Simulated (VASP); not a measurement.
H5C2, 28 atoms in the cell. The typed cell holds 28 atoms: a = 5.408 Å, b = 4.887 Å, c = 7.275 Å, α = 90.00°, β = 104.65°, γ = 90.00°. 

- Program: VASP 6.6.1
- Task: single point
- Functional: PBE
- Dispersion: D3(BJ)
- Potentials or basis: VASP PAW PBE potentials, release 64 (H, C)
- Cutoff: 520 eV
- k mesh: 2 × 2 × 2
- Occupations: fermi-dirac, width 0.05 eV
- Spin: no spin polarisation
- Dipole correction: no
- Further INCAR settings: LREAL = Auto; ALGO = Normal; EDIFF = 1e-07; NBANDS = 46

Potentials or basis: VASP PAW PBE potentials, release 64 (H, C).

Command:

```bash
$ cat potpaw_PBE.64/H/POTCAR potpaw_PBE.64/C/POTCAR > POTCAR
$ mpirun -np 1 vasp_std > vasp.out
```

Hardware: 1 thread of Intel Xeon 6975P-C, on a shared host.

Question: How long does it take, and how much memory?

Answer: Run time: 2.2 min on 1 thread of Intel Xeon 6975P-C, on a shared host, peak memory 0.29 GiB. Counts: scf iterations 16, k points 8.
